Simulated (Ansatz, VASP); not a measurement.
# CaB2 in VASP and in Ansatz

```
Ca B
1.0
     1.61350    0.93155    4.35754
    -1.61350    0.93155    4.35754
     0.00000   -1.86311    4.35754
Ca B
1 2
Cartesian
  0.0000 0.0000 0.2015
  0.0000 0.0000 10.7506
  0.0000 0.0000 6.4776
```

Alike in both runs: functional PBE; k mesh 6 × 6 × 6; occupations gaussian, width 0.1 eV; no spin polarisation.

Ansatz relaxed the structure, and its values are those at the end. VASP's run is a single point on that final structure, the one shown.

|  | VASP | Ansatz |
| --- | --- | --- |
| version | VASP 6.6.1 | Ansatz 0.2.0 |
| potentials or method | VASP PAW PBE potentials, release 64 (Ca_sv, B), cutoff 520 eV | scalar-relativistic, plane waves, PAW |
| valence electrons in the cell | 16 | 16 |

```csv
,VASP,Ansatz,Ansatz less VASP
gap on the k mesh at the Fermi level (eV),none,none,-
pressure (GPa),0.3,0.0,-0.24
rms of the force components (eV/Å),0.007,0.002,-0.0049
```

A gap of «none» marks a metal or a gap that the smearing closes.

The k mesh is coarse, so the values compare programs but aren't converged.
